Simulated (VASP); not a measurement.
A run of VASP 6.6.1 is set up as follows.

INCAR

```
SYSTEM = CdS
  ALGO = Normal
  EDIFF = 1E-7
  EDIFFG = -0.002
  ENCUT = 630
  GGA_COMPAT = .False.
  IBRION = 2
  ISIF = 3
  ISMEAR = 0
  LASPH = .True.
  LCHARG = .False.
  LREAL = .False.
  LWAVE = .False.
  NELM = 120
  NELMIN = 4
  NSW = 100
  PREC = Accurate
  SIGMA = 0.02
```

KPOINTS

```
k-points
0
Gamma
  9 9 4
  0 0 0
```

POSCAR

```
CdS
1.0
    4.1688381000      0.0000000000      0.0000000000
   -2.0844190500      3.6103197000      0.0000000000
    0.0000000000      0.0000000000      6.7796174100
Cd S
2 2
Direct
    0.6666666700      0.3333333300      0.5002243700
    0.3333333300      0.6666666700      0.0002243700
    0.6666666700      0.3333333300      0.8767756300
    0.3333333300      0.6666666700      0.3767756300
```

Potentials or basis: VASP PAW LDA potentials, release 64 (Cd_sv_GW, S).

Launch:

```sh
$ cat potpaw_LDA.64/Cd_sv_GW/POTCAR potpaw_LDA.64/S/POTCAR > POTCAR
$ mpirun -np 1 vasp_std > vasp.out
```

(1) What does it give for the space group after relaxing (to 0.1 Å)?

(2) Predict the band gap on the k mesh.

(3) Estimate the relaxed cell.

(4) Predict the relaxed volume.

Results:

(1) P6_3mc (No. 186).

(2) 1.05 eV.

(3) a = 4.076 Å, b = 4.076 Å, c = 6.638 Å, α = 90.00°, β = 90.00°, γ = 120.00°.

(4) 23.88 Å³/atom.
